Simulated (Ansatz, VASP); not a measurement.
## Two plane-wave programs on Ir

```
Ir
1.0
     0.00000    1.90609    1.90609
     1.90609    0.00000    1.90609
     1.90609    1.90609    0.00000
Ir
1
Direct
  0.00000 0.00000 0.00000
```

Alike in both runs: task single point; functional LDA; k mesh 14 × 14 × 14; occupations fermi-dirac, width 0.6 eV; no spin polarisation.

```csv
,VASP,Ansatz
version,VASP 6.6.1,Ansatz 0.2.0
potentials or method,"VASP PAW LDA potentials, release 64 (Ir), cutoff 520 eV","plane waves (420 eV) with PAW, scalar-relativistic"
valence electrons in the cell,9,17
```

```csv
,VASP,Ansatz,Ansatz less VASP
pressure (GPa),12.7,10.0,-2.70
```

Ansatz warns that its potentials were made for another functional, while VASP's fit it. LDA's correlation is that of Perdew and Zunger in VASP and of Perdew and Wang (1992) in Ansatz. VASP's potentials hold 9 valence electrons a cell and Ansatz's 17, so a difference there can come from the potentials and not from the codes.

Spin-orbit coupling is off throughout.
